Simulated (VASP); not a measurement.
Input of a VASP 6.6.1 run:

File INCAR:

```
SYSTEM = SnTe
PREC = Accurate ; ENCUT = 520
EDIFF = 1E-7 ; ISMEAR = 0
SIGMA = 0.05 ; LREAL = .FALSE.
LASPH = .TRUE. ; NELM = 80
ALGO = Normal ; ISIF = 2
LWAVE = .FALSE. ; LCHARG = .TRUE.
GGA = PS ; LELF = .TRUE.
LVHAR = .TRUE. ; NBANDS = 17
```

KPOINTS

```
regular mesh
0
G
  8 8 8
  0 0 0
```

File POSCAR:

```
SnTe
1.0
    0.0000000000      3.1649115960      3.1649115960
    3.1649115960      0.0000000000      3.1649115960
    3.1649115960      3.1649115960      0.0000000000
Sn Te
1 1
Direct
    0.5000000000      0.5000000000      0.5000000000
    0.0000000000      0.0000000000      0.0000000000
```

Potentials or basis: VASP PAW PBE potentials, release 64 (Sn_d, Te).

Launch:

```sh
$ cat potpaw_PBE.64/Sn_d/POTCAR potpaw_PBE.64/Te/POTCAR > POTCAR
$ mpirun -np 1 vasp_std > vasp.out
```

Question: Predict the band gap on the k mesh.

Answer: 0.10 eV, direct.

Question: What does it give for the pressure?

Answer: -0.9 GPa.

Caveat: the PAW data sets were made with another functional, which shifts forces and pressure a little; spin-orbit coupling is left out, which moves the levels of the heavy elements. A k mesh can miss the band edges.
